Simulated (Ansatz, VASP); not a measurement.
## CdTe in VASP and in Ansatz

INCAR

```
SYSTEM = CdTe
PREC     = Accurate       ! precision mode
ENCUT    = 520            ! plane-wave cutoff, eV
EDIFF    = 1E-6           ! SCF threshold, eV
ISMEAR   = -1             ! smearing method
SIGMA    = 0.02           ! smearing width, eV
LREAL    = .False.        ! projectors in reciprocal space
LASPH    = .True.         ! aspherical terms in the spheres
NELM     = 60             ! most SCF steps
ALGO     = Normal         ! electronic algorithm
ISIF     = 2              ! what is computed and relaxed
LWAVE    = .False.        ! write WAVECAR
LCHARG   = .True.         ! write CHGCAR
GGA      = PE             ! functional
LELF     = .True.         ! ELF
LVHAR    = .True.       
NBANDS   = 26             ! bands
```

File KPOINTS:

```
regular mesh
0
Gamma
  6 4 6
  0 0 0
```

The input POSCAR:

```
CdTe
1.0
   -3.3078829573      3.3078829573      0.0000000000
    0.0000000000      0.0000000000      6.6157659146
    3.3078829573      3.3078829573      0.0000000000
Cd Te
2 2
Direct
    0.0000000000      0.0000000000      0.0000000000
    0.5000000000      0.5000000000      0.5000000000
    0.0000000000      0.2500000000      0.5000000000
    0.5000000000      0.7500000000      0.0000000000
```

Input for Ansatz:

```yaml
crystal:
  lattice:
    - [-3.3078829573, 3.3078829573, 0.0]
    - [0.0, 0.0, 6.6157659146]
    - [3.3078829573, 3.3078829573, 0.0]
  atoms:
    - { symbol: Cd, position: [0.0, 0.0, 0.0] }
    - { symbol: Cd, position: [0.5, 0.5, 0.5] }
    - { symbol: Te, position: [0.0, 0.25, 0.5] }
    - { symbol: Te, position: [0.5, 0.75, 0.0] }
kpoints:
  mp_grid: { grid: [6, 4, 6] }
scf:
  occupations: { method: fermi_dirac, width: 0.02 }
hamiltonian:
  xc: pbe
  pseudopotentials: { kind: all_electron, lapw: { basis_error: 0.001 } }
output:
  forces: true
  stress: true
  eigenvalues: true
```

Alike in both runs: task single point; functional PBE; k mesh 6 × 4 × 6; occupations fermi-dirac, width 0.02 eV; no spin polarisation.

```csv
,VASP,Ansatz
version,VASP 6.6.1,Ansatz 0.2.0
potentials or method,"VASP PAW PBE potentials, release 64 (Cd, Te), cutoff 520 eV","all-electron LAPW, scalar-relativistic"
```

|  | VASP | Ansatz | Ansatz less VASP |
| --- | --- | --- | --- |
| pressure (GPa) | 0.1 | 0.1 | -0.09 |

Ansatz ran all-electron here, and VASP with PAW potentials.

Neither program's run includes spin-orbit coupling.
